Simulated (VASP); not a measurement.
# MgI2 (P-3m1) in VASP: notebook

MgI2 is run at these levels: PBE; tasks: single point.

All numbers are computed with VASP 6.6.1; they aren't measurements. Logs are shortened: lines on timing, memory, paths and dates and some standing lists are left out, and cuts for length are marked.

### 1 The cell of the first run

It takes space group P-3m1 (No. 164, trigonal). Conventional cell: a = 4.295 Å, b = 4.295 Å, c = 7.975 Å, α = 90.00°, β = 90.00°, γ = 120.00°. Within 4.0 Å of Mg (site symmetry -3m) lie 6 I at 3.01 Å. Within 4.0 Å of I (site symmetry 3m) lie 3 Mg at 3.01 Å.

### 2 Single point, PBE

Input file INCAR:

```
PREC = Accurate
ENCUT = 520
EDIFF = 1E-6
ISMEAR = 0
SIGMA = 0.05
LREAL = F
LASPH = T
NELM = 60
ALGO = Normal
ISIF = 2
LWAVE = F
LCHARG = T
GGA = PE
LELF = T
LVHAR = T
NBANDS = 15
```

Input file KPOINTS:

```
Automatic mesh
0
Gamma
  6 6 4
```

Input file POSCAR:

```
MgI2
1.0
    4.2950988506      0.0000000000      0.0000000000
   -2.1475494253      3.7196647164      0.0000000000
    0.0000000000      0.0000000000      7.9749240755
Mg I
1 2
Direct
    0.0000000000      0.0000000000      0.0000000000
    0.3333333333      0.6666666667      0.7858667836
    0.6666666667      0.3333333333      0.2141332164
```

Potentials or basis: VASP PAW PBE potentials, release 64 (Mg, I).

Run with:

```bash
> cat potpaw_PBE.64/Mg/POTCAR potpaw_PBE.64/I/POTCAR > POTCAR
> mpirun -np 1 vasp_std > vasp.out
```

OUTCAR:

```text
PREC = Accurate
   ENCUT = 520
   EDIFF = 1E-6
   ISMEAR = 0
   LREAL = F
   LASPH = T
   NELM = 60
   ISIF = 2
   GGA = PE

 ion  position               nearest neighbor table
   1  0.000  0.000  0.000-   2 3.01   3 3.01   3 3.01   2 3.01   3 3.01   2 3.01
   2  0.333  0.667  0.786-   1 3.01   1 3.01   1 3.01
   3  0.667  0.333  0.214-   1 3.01   1 3.01   1 3.01

  LATTYP: Found a hexagonal cell.
 ALAT       =     4.2950988506
 C/A-ratio  =     1.8567498334

  Lattice vectors:

 A1 = (   4.2950988506,   0.0000000000,   0.0000000000)
 A2 = (  -2.1475494253,   3.7196647164,   0.0000000000)
 A3 = (   0.0000000000,   0.0000000000,   7.9749240755)

Analysis of symmetry for initial positions (statically):
[... 33 lines left out ...]
                                     Primitive cell

  volume of cell :     127.4100

  direct lattice vectors                    reciprocal lattice vectors
     4.295098851  0.000000000  0.000000000     0.232823512  0.134420717  0.000000000
    -2.147549425  3.719664716  0.000000000     0.000000000  0.268841435  0.000000000
     0.000000000  0.000000000  7.974924075     0.000000000  0.000000000  0.125393043

  length of vectors
     4.295098851  4.295098851  7.974924075     0.268841435  0.268841435  0.125393043

  position of ions in fractional coordinates (direct lattice)
     0.000000000  0.000000000  0.000000000
     0.333333333  0.666666667  0.785866784
     0.666666667  0.333333333  0.214133216

  ion indices of the primitive-cell ions
   primitive index   ion index
                 1           1
                 2           2
                 3           3

----------------------------------------------------------------------------------------

 KPOINTS: Automatic mesh

Automatic generation of k-mesh.
 Grid dimensions read from file:
 generate k-points for:    6    6    4

 Generating k-lattice:

  Cartesian coordinates                     Fractional coordinates (reciprocal lattice)
     0.038803919  0.022403453  0.000000000     0.166666667  0.000000000  0.000000000
     0.000000000  0.044806906  0.000000000     0.000000000  0.166666667  0.000000000
     0.000000000  0.000000000  0.031348261     0.000000000  0.000000000  0.250000000

  Length of vectors
     0.044806906  0.044806906  0.031348261

  Shift w.r.t. Gamma in fractional coordinates (k-lattice)
[... 9 lines left out ...]
  0.000000  0.000000  0.000000      1.000000
  0.166667  0.000000  0.000000      6.000000
  0.333333  0.000000  0.000000      6.000000
  0.500000  0.000000  0.000000      3.000000
  0.166667  0.166667  0.000000      6.000000
  0.333333  0.166667  0.000000     12.000000
[... 22 lines left out ...]
   dimension x,y,z NGXF=    64 NGYF=   64 NGZF=  120
   ions per type =               1   2
   NGX,Y,Z   is equivalent  to a cutoff of  12.39, 12.39, 12.51 a.u.
   NGXF,Y,Z  is equivalent  to a cutoff of  24.77, 24.77, 25.02 a.u.
 SYSTEM =  unknown system
   PREC   = accura    normal or accurate (medium, high low for compatibility)
   ISTART =      0    job   : 0-new  1-cont  2-samecut
   ICHARG =      2    charge: 1-file 2-atom 10-const
   ISPIN  =      1    spin polarized calculation?
   LNONCOLLINEAR =      F non collinear calculations
   LSORBIT =      F    spin-orbit coupling
   LASPH  =      T    aspherical Exc in radial PAW
   ENCUT  =  520.0 eV  38.22 Ry    6.18 a.u.   7.99  7.99 14.83*2*pi/ulx,y,z
   NELM   =     60;   NELMIN=  2; NELMDL= -5     # of ELM steps
   EDIFF  = 0.1E-05   stopping-criterion for ELM
   LREAL  =      F    real-space projection
   EDIFFG = 0.1E-04   stopping-criterion for IOM
   NSW    =      0    number of steps for IOM
   IBRION =     -1    ionic relax: 0-MD 1-quasi-New 2-CG
[... 14 lines left out ...]
     AMIX     =   0.40;   BMIX     =  1.00
     AMIX_MAG =   1.60;   BMIX_MAG =  1.00
  volume/ion in A,a.u.               =      42.47       286.60
  Fermi-wavevector in a.u.,A,eV,Ry     =   0.819811  1.549218  9.144337  0.672090
  Thomas-Fermi vector in A             =   1.930682
   LORBIT       =      0    0 simple, 1 ext, 2 COOP (PROOUT), +10 PAW based schemes
   GGA     = PE    functional components
[... 6 lines left out ...]
 Gauss-broadening in eV      SIGMA  =   0.05
  energy-cutoff  :      520.00
  volume of cell :      127.41
 maximum number of plane-waves:      3456
   NGX = 15   NGY = 15   NGZ = 29

 number of electron      16.0000000 magnetization

 Free energy of the ion-electron system (eV)
  ---------------------------------------------------
  ext. energy  EPLUGINS =         0.00000000
  ---------------------------------------------------
  free energy    TOTEN  =        -7.70368791 eV

  energy without entropy =       -7.70368791  energy(sigma->0) =       -7.70368791

 E-fermi :   0.7077     XC(G=0):  -7.2040

 val. band max:        0.4393215289   @ k =   0.0000   0.0000   0.0000
 cond. band min:       3.9366783833   @ k =   0.0000   0.0000   0.0000
 fundamental gap:      3.4973568544
 Fermi energy:         0.7077067918

 k-point     1 :       0.0000    0.0000    0.0000
  band No.  band energies     occupation
      1     -11.0783      2.00000
      2     -10.6271      2.00000
      3      -2.3242      2.00000
      4       0.1920      2.00000
      5       0.1920      2.00000
      6       0.2010      2.00000
      7       0.4393      2.00000
      8       0.4393      2.00000
      9       3.9367      0.00000
     10       5.2971      0.00000
     11       7.0594      0.00000
     12       7.0594      0.00000
     13       7.4172      0.00000
     14       8.5982      0.00000
     15       8.5982      0.00000

 k-point     2 :       0.1667    0.0000    0.0000
  band No.  band energies     occupation
      1     -10.9707      2.00000
      2     -10.5677      2.00000
      3      -2.2140      2.00000
      4      -0.6634      2.00000
      5      -0.2297      2.00000
      6      -0.0636      2.00000
      7       0.2208      2.00000
      8       0.3846      2.00000
      9       4.6503      0.00000
     10       5.8420      0.00000
     11       6.5263      0.00000
     12       7.4148      0.00000
     13       7.6663      0.00000
     14       8.4404      0.00000
     15       8.8008      0.00000

 k-point     3 :       0.3333    0.0000    0.0000
  band No.  band energies     occupation
      1     -10.7224      2.00000
      2     -10.4586      2.00000
      3      -2.2924      2.00000
      4      -1.6732      2.00000
      5      -0.8965      2.00000
      6      -0.4329      2.00000
      7       0.0877      2.00000
      8       0.1971      2.00000
      9       4.4115      0.00000
     10       5.8654      0.00000
     11       6.6667      0.00000
     12       7.6487      0.00000
     13       7.6522      0.00000
     14       8.3742      0.00000
     15       9.2153      0.00000

 k-point     4 :       0.5000    0.0000    0.0000
  band No.  band energies     occupation
      1     -10.5584      2.00000
      2     -10.4301      2.00000
      3      -2.6325      2.00000
      4      -1.9848      2.00000
      5      -0.7895      2.00000
      6      -0.5863      2.00000
      7      -0.1098      2.00000
      8       0.0978      2.00000
      9       4.0275      0.00000
     10       5.8494      0.00000
     11       6.3124      0.00000
     12       7.5926      0.00000
     13       7.7558      0.00000
     14       9.0063      0.00000
     15       9.2326      0.00000
[... 307 lines left out ...]
 k-point    22 :       0.1667    0.1667    0.5000
  band No.  band energies     occupation
      1     -10.7757      2.00000
      2     -10.5008      2.00000
      3      -2.1306      2.00000
      4      -1.3519      2.00000
      5      -0.8805      2.00000
      6      -0.1964      2.00000
      7      -0.1701      2.00000
      8       0.0765      2.00000
      9       4.8913      0.00000
     10       6.3131      0.00000
     11       7.0565      0.00000
     12       7.1006      0.00000
     13       7.6886      0.00000
     14       8.0682      0.00000
     15       8.8287      0.00000

 k-point    23 :       0.3333    0.1667    0.5000
  band No.  band energies     occupation
      1     -10.5602      2.00000
      2     -10.4302      2.00000
      3      -2.4492      2.00000
      4      -1.8645      2.00000
      5      -1.1036      2.00000
      6      -0.7127      2.00000
      7      -0.1950      2.00000
      8       0.0292      2.00000
      9       4.5551      0.00000
     10       6.2521      0.00000
     11       6.8208      0.00000
     12       7.3266      0.00000
     13       7.4502      0.00000
     14       8.9351      0.00000
     15       9.3795      0.00000

 k-point    24 :       0.3333    0.3333    0.5000
  band No.  band energies     occupation
      1     -10.4458      2.00000
      2     -10.4458      2.00000
      3      -2.3118      2.00000
      4      -1.6816      2.00000
      5      -1.6816      2.00000
      6      -1.2098      2.00000
      7      -0.0771      2.00000
      8      -0.0771      2.00000
      9       4.8264      0.00000
     10       6.5285      0.00000
     11       6.5285      0.00000
     12       8.0507      0.00000
     13       8.5889      0.00000
     14       8.7274      0.00000
     15       9.0498      0.00000

------------------------ aborting loop because EDIFF is reached ----------------------------------------

  FORCE on cell =-STRESS in cart. coord.  units (eV):
  Direction    XX          YY          ZZ          XY          YZ          ZX
  --------------------------------------------------------------------------------------
  -------------------------------------------------------------------------------------
  Total       -1.1227888     -1.1227888     -0.9943330      0.0000000      0.0000000      0.0000000
  in kB      -14.1190389    -14.1190389    -12.5037110      0.0000000      0.0000000      0.0000000
  external PRESSURE =     -13.5805963 kB  Pullay stress =       0.0000000 kB

 VOLUME and BASIS-vectors are now :
 -----------------------------------------------------------------------------
  energy-cutoff  :      520.00
  volume of cell :      127.41
      direct lattice vectors                 reciprocal lattice vectors
     4.295098851  0.000000000  0.000000000     0.232823512  0.134420717  0.000000000
    -2.147549425  3.719664716  0.000000000     0.000000000  0.268841435  0.000000000
     0.000000000  0.000000000  7.974924075     0.000000000  0.000000000  0.125393043

 POSITION                                       TOTAL-FORCE (eV/Angst)
 -----------------------------------------------------------------------------------
      0.00000      0.00000      0.00000         0.000000      0.000000      0.000000
     -0.00000      2.47978      6.26723        -0.000000     -0.000000      0.286390
      2.14755      1.23989      1.70770        -0.000000      0.000000     -0.286390
 -----------------------------------------------------------------------------------
    total drift:                               -0.000000      0.000000     -0.000000

  FREE ENERGIE OF THE ION-ELECTRON SYSTEM (eV)
  ---------------------------------------------------
  free  energy   TOTEN  =        -7.7036879096 eV

  energy  without entropy=       -7.7036879096  energy(sigma->0) =       -7.70368791
```

Run time: 21 s. Hardware: 1 thread of AMD EPYC 9R45 (Zen 5), shared host; peak memory 0.22 GiB.

What came out:

| Quantity | Value |
| --- | --- |
| Free energy | -7.7037 eV |
| Pressure | -1.4 GPa |
| Largest force | 0.286 eV/Å |
| Band gap on the k mesh | 3.50 eV, direct |

Forces in eV/Å, atoms in the order of the input:
```
Mg   0.000  0.000  0.000
I    0.000  0.000  0.286
I    0.000  0.000 -0.286
```

Stress tensor (GPa, compression positive):
```
-1.41  0.00  0.00
 0.00 -1.41  0.00
 0.00  0.00 -1.25
```

Levels at points of the mesh, in eV from the valence-band top:
```
           k point  band 5  band 6  band 7  band 8  band 9  band 10  band 11  band 12
(0.00, 0.00, 0.00)   -0.25   -0.24    0.00    0.00    3.50     4.86     6.62     6.62
(0.50, 0.00, 0.00)   -1.23   -1.03   -0.55   -0.34    3.59     5.41     5.87     7.15
(0.00, 0.00, 0.50)   -0.23   -0.23   -0.01   -0.01    4.08     4.82     6.58     6.58
(0.50, 0.00, 0.50)   -1.04   -1.00   -0.54   -0.38    3.53     5.42     5.87     6.35
```

Caveat: spin-orbit coupling is left out, which moves the levels of the heavy elements; this functional lacks dispersion, which binds the layers, so the pressure and a relaxed spacing across them are unreliable. A k mesh can miss the band edges.

### 3 Single point, PBE

Input file INCAR:

```
ALGO = Normal ; EDIFF = 1E-6
ENCUT = 520 ; GGA = PE
ISIF = 2 ; ISMEAR = 0
LASPH = T ; LCHARG = F
LREAL = F ; LWAVE = F
NBANDS = 15 ; NELM = 100
PREC = Accurate ; SIGMA = 0.05
```

Input file KPOINTS:

```
k-points
0
Gamma
  6 6 4
```

Input file POSCAR:

```
MgI2
1.0
    4.2950988506      0.0000000000      0.0000000000
   -2.1475494253      3.7196647164      0.0000000000
    0.0000000000      0.0000000000      7.9749240755
Mg I
1 2
Direct
    0.0000000000      0.0000000000      0.0000000000
    0.3333333333      0.6666666667      0.8012283115
    0.6666666667      0.3333333333      0.1987716885
```

Potentials or basis: VASP PAW PBE potentials, release 64 (Mg, I).

Run with:

```bash
> cat potpaw_PBE.64/Mg/POTCAR potpaw_PBE.64/I/POTCAR > POTCAR
> mpirun -np 1 vasp_std > vasp.out
```

Wall time 20 s (1 thread of AMD EPYC 9R45 (Zen 5), shared host); peak memory 0.22 GiB.

The run converged. Its results:

* Free energy: -7.7088 eV
* Pressure: 0.1 GPa
* Largest force: 0.263 eV/Å
* Band gap on the k mesh: 3.73 eV, indirect (least direct gap 3.79 eV)

Forces in eV/Å, atoms in the order of the input:
```
Mg   0.000  0.000  0.000
I    0.000  0.000 -0.263
I    0.000  0.000  0.263
```

Stress tensor (GPa, compression positive):
```
-0.39  0.00  0.00
 0.00 -0.39  0.00
 0.00  0.00  1.01
```

Levels at points of the mesh, in eV from the valence-band top:
```
           k point  band 6  band 7  band 8  band 9  band 10  band 11
(0.00, 0.00, 0.00)   -0.05   -0.03   -0.03    3.75     4.84     6.55
(0.50, 0.00, 0.00)   -1.08   -0.40   -0.31    3.74     5.60     6.15
(0.00, 0.00, 0.50)   -0.36   -0.04   -0.04    4.22     4.84     6.52
(0.50, 0.00, 0.50)   -0.94   -0.40   -0.34    3.73     5.63     6.08
```

Caveat: spin-orbit coupling is left out, which moves the levels of the heavy elements; this functional lacks dispersion, which binds the layers, so the pressure and a relaxed spacing across them are unreliable. Expect the measured gap to be larger: semilocal functionals such as PBE lack the derivative discontinuity.

[end of part 1 of 2]
